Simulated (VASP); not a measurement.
Si, 4 atoms in the cell. It takes space group P6_3/mmc (No. 194, hexagonal). Conventional cell: a = 3.678 Å, b = 3.678 Å, c = 6.586 Å, α = 90.00°, β = 90.00°, γ = 120.00°. Within 3.0 Å of Si (site symmetry 3m) lie 4 Si at 2.28 to 2.46 Å. This isn't the form of Si at room conditions, which is diamond. This cell differs from its parent crystal: strain -0.040 along x and y, +0.040 along z.

```yaml
Program: VASP 6.6.1
Task: single point
Functional: PBEsol
Potentials_or_basis: VASP PAW PBE potentials, release 64 (Si)
Cutoff: 520 eV
k_mesh: 12 × 12 × 6
Occupations: gaussian, width 0.03 eV
Spin: no spin polarisation
Dipole_correction: no
Further_INCAR_settings: ALGO = Normal; EDIFF = 1e-06; NBANDS = 16
```

Potentials or basis: VASP PAW PBE potentials, release 64 (Si).

Run with:

```sh
$ cat potpaw_PBE.64/Si/POTCAR > POTCAR
$ mpirun -np 1 vasp_std > vasp.out
```

Hardware: 1 thread of Intel(R) Xeon(R) 6975P-C (Granite Rapids), on a shared host.

**Question.** Estimate the wall time of this run.

**Answer.** Wall time 32 s on 1 thread of Intel(R) Xeon(R) 6975P-C (Granite Rapids), with other jobs on the host, peak memory 0.21 GiB. Counts: scf iterations 12, k points 76.
